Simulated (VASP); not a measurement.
Set up this calculation in VASP 6.6.1, as the native input.

```yaml
Task: single point
Functional: PBEsol
Potentials_or_basis: VASP PAW PBE potentials, release 64 (Cd, H, O)
Cutoff: 520 eV
k_mesh: 9 × 9 × 6
Occupations: gaussian, width 0.05 eV
Spin: no spin polarisation
Dipole_correction: no
Further_INCAR_settings: ALGO = Normal; EDIFF = 1e-07; NBANDS = 21
```

The structure of CdH2O2 lies in POSCAR:

```
CdH2O2
1.0
    3.4100601858      0.0000000000      0.0000000000
   -1.7050300929      2.9531987493      0.0000000000
    0.0000000000      0.0000000000      4.5733346006
Cd H O
1 2 2
Direct
    0.0000000000      0.0000000000      0.0000000000
    0.6666666667      0.3333333333      0.5509607200
    0.3333333333      0.6666666667      0.4490392800
    0.6666666667      0.3333333333      0.7593720000
    0.3333333333      0.6666666667      0.2406280000
```

This cell differs from its parent crystal: strain -0.030 along x and y, -0.015 along z.

One way to write it, as run:

INCAR

```
SYSTEM = CdH2O2
  PREC = Accurate
  ENCUT = 520
  EDIFF = 1E-7
  ISMEAR = 0
  SIGMA = 0.05
  LREAL = .FALSE.
  LASPH = .TRUE.
  NELM = 80
  ALGO = Normal
  ISIF = 2
  LWAVE = .FALSE.
  LCHARG = .FALSE.
  GGA = PS
  NBANDS = 21
```

KPOINTS

```
Automatic mesh
0
G
  9 9 6
  0 0 0
```

Potentials or basis: VASP PAW PBE potentials, release 64 (Cd, H, O).

Launch:

```bash
$ cat potpaw_PBE.64/Cd/POTCAR potpaw_PBE.64/H/POTCAR potpaw_PBE.64/O/POTCAR > POTCAR
$ mpirun -np 1 vasp_std > vasp.out
```

Results of the run:

```json
{"Pressure": "9.9 GPa", "Largest force": "1.380 eV/Å", "Band gap on the k mesh": "1.80 eV, indirect (least direct gap 2.13 eV)"}
```

Caveat: the cell differs from its parent crystal (strain -0.030 along x and y, -0.015 along z); the PAW data sets were made with another functional, which shifts forces and pressure a little.

Wall time 35 s on 1 thread of Intel(R) Xeon(R) Platinum 8488C (Sapphire Rapids), with other jobs on the host, peak memory 0.21 GiB.
